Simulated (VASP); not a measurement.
Write the native input for VASP 6.6.1 that does the following.

```yaml
Task: single point
Functional: PBE
Dispersion: D3(BJ)
Potentials_or_basis: VASP PAW PBE potentials, release 64 (C)
Cutoff: 520 eV
k_mesh: 2 × 2 × 2, shifted
Occupations: gaussian, width 0.02 eV
Spin: no spin polarisation
Dipole_correction: no
Further_INCAR_settings: LREAL = Auto; ALGO = Normal; EDIFF = 1e-06; NBANDS = 88
```

The structure of C (a cell with a defect) lies in POSCAR:

```
C
1.0
    5.6709571532      0.0000000000     -3.4026574365
   -2.8677434801     -4.9298468452     -3.3594911937
   -2.8677434801      4.9298468452     -3.3594911937
C
33
Direct
    0.4168587191      0.0412514610      0.5416503734
    0.6570561850      0.7820155336      0.5285638465
    0.9078474713      0.5313002891      0.5286048707
    0.4162245517      0.2904748922      0.2908736875
    0.1670529442      0.2910411114      0.5416805407
    0.6704992271      0.0440492828      0.2939643488
    0.9233172037      0.7975683535      0.2989137143
    0.4125605721      0.5357423208      0.0382763595
    0.1698327434      0.5447581385      0.2939811795
    0.6615232351      0.2867888475      0.0382764620
    0.9327404003      0.0588769033      0.0569123392
    0.4156635591      0.7912574255      0.7907673494
    0.1847525010      0.8069549485      0.0569697834
    0.6588038672      0.5330672658      0.7881256965
    0.9170184337      0.2899564356      0.7907504922
    0.1794715617      0.0536555920      0.8037214898
    0.5808396646      0.9547124018      0.4548920063
    0.8264305875      0.7006408006      0.4458726426
    0.0805380072      0.4550661487      0.4549150284
    0.5831477950      0.2080132853      0.2088664558
    0.3344166342      0.2086215213      0.4602546934
    0.8432671234      0.9688999050      0.2185995172
    0.0946907969      0.7175172149      0.2186339682
    0.5685312310      0.4427999415      0.9502410606
    0.3337654418      0.4574005863      0.2088638592
    0.8380488354      0.2121605391      0.9623479417
    0.1058478552      0.9799919749      0.9776223272
    0.5728432330      0.6994136493      0.6954058169
    0.3379744517      0.7122751565      0.9623825206
    0.8251079788      0.4471317087      0.6953874940
    0.0874951637      0.2119901601      0.7124444496
    0.3377671646      0.9617476376      0.7124094658
    0.8434309073      0.7177161384      0.8643858064
```

One way to write it, as run:

INCAR

```
SYSTEM = C
PREC = Accurate ; ENCUT = 520
EDIFF = 1E-6 ; ISMEAR = 0
SIGMA = 0.02 ; LREAL = Auto
LASPH = .TRUE. ; NELM = 100
ALGO = Normal ; ISIF = 2
LWAVE = .FALSE. ; LCHARG = .FALSE.
GGA = PE ; IVDW = 12
NBANDS = 88
```

KPOINTS

```
Automatic mesh
0
Gamma
  2 2 2
  0.5 0.5 0.5
```

Potentials or basis: VASP PAW PBE potentials, release 64 (C).

Command:

```sh
$ cat potpaw_PBE.64/C/POTCAR > POTCAR
$ mpirun -np 1 vasp_std > vasp.out
```

It gave:

- Pressure: 2.6 GPa
- Largest force: 2.201 eV/Å
- Band gap on the k mesh: 0.27 eV
- Dispersion energy per atom: -0.157 eV

It took 3.3 min on 1 thread of Intel(R) Xeon(R) Platinum 8259CL CPU @ 2.50GHz (Skylake/Cascade Lake), with other jobs on the host, peak memory 0.35 GiB.
